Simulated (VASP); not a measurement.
Set up this calculation in VASP 6.6.1, as the native input.

| Quantity | Value |
| --- | --- |
| Task | single point |
| Functional | PBE |
| Potentials or basis | VASP PAW PBE potentials, release 64 (Fe, S) |
| Cutoff | 600 eV |
| k mesh | 6 × 6 × 8 |
| Occupations | fermi-dirac, width 0.02 eV |
| Spin | no spin polarisation |
| Dipole correction | no |
| Further INCAR settings | ALGO = Normal; EDIFF = 1e-06; NBANDS = 29 |

The structure of FeS2 lies in POSCAR:

```
FeS2
1.0
    4.3709934420      0.0000000000      0.0000000000
    0.0000000000      5.3276520558      0.0000000000
    0.0000000000      0.0000000000      3.4002265487
Fe S
2 4
Direct
    0.5000000000      0.5000000000      0.5000000000
    0.0000000000      0.0000000000      0.0000000000
    0.2978941071      0.8778557810      0.5000000000
    0.7021058929      0.1221442190      0.5000000000
    0.2021058929      0.3778557810      0.0000000000
    0.7978941071      0.6221442190      0.0000000000
```

This cell differs from its parent crystal: epitaxial xy strain -1.4%.

One way to write it, as run:

INCAR

```
SYSTEM = FeS2
PREC = Accurate ; ENCUT = 600
EDIFF = 1E-6 ; ISMEAR = -1
SIGMA = 0.02 ; LREAL = .False.
LASPH = .True. ; NELM = 120
ALGO = Normal ; ISIF = 2
LWAVE = .False. ; LCHARG = .False.
GGA = PE ; NBANDS = 29
GGA_COMPAT = .False.
```

KPOINTS

```
regular mesh
0
Gamma
  6 6 8
  0 0 0
```

Potentials or basis: VASP PAW PBE potentials, release 64 (Fe, S).

Command:

```bash
$ cat potpaw_PBE.64/Fe/POTCAR potpaw_PBE.64/S/POTCAR > POTCAR
$ mpirun -np 1 vasp_std > vasp.out
```

Results of the run:

```json
{
  "Pressure": "4.5 GPa",
  "Largest force": "0.253 eV/Å",
  "Band gap on the k mesh": "0.99 eV (least direct gap 1.29 eV)"
}
```

Caveat: the cell differs from its parent crystal (epitaxial xy strain -1.4%); the stress differs along the axes, from 1 to 7 GPa.

It took 3.6 min on 1 thread of Intel(R) Xeon(R) 6975P-C (Granite Rapids) (shared host), peak memory 0.32 GiB.
